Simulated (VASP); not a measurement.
# P: single point with PBEsol

The system is P.

```
CELL_PARAMETERS angstrom
0.00000 2.72235 2.72235
2.72235 0.00000 2.72235
2.72235 2.72235 0.00000
ATOMIC_POSITIONS crystal
P 0.12500 0.12500 0.12500
P 0.87500 0.87500 0.87500
```

This cell differs from its parent crystal: volume scaled by 1.04.

| Property | Result |
| --- | --- |
| Program | VASP 6.6.1 |
| Task | single point |
| Functional | PBEsol |
| Potentials or basis | VASP PAW PBE potentials, release 64 (P) |
| Cutoff | 520 eV |
| k mesh | 17 × 17 × 17 |
| Occupations | fermi-dirac, width 0.1 eV |
| Spin | no spin polarisation |

| Item | Value |
| --- | --- |
| Pressure | -1.6 GPa |
| Band gap on the k mesh | zero (band 5 reaches 7.44 eV, above the bottom of band 6 at 4.95 eV) |

Levels at points of the mesh, in eV from the Fermi level:
| k point | band 1 | band 2 | band 3 | band 4 | band 5 | band 6 | band 7 | band 8 | band 9 | band 10 |
| --- | --- | --- | --- | --- | --- | --- | --- | --- | --- | --- |
| (0.00, 0.00, 0.00) | -15.15 | -3.25 | -3.08 | -3.08 | -3.08 | 0.06 | 0.06 | 0.06 | 5.85 | 6.79 |

Run time: 100 s on 1 thread of Intel Xeon 8259CL, on a shared host, peak memory 0.2 GiB.

Caveat: the PAW data sets were made with another functional, which shifts forces and pressure a little.
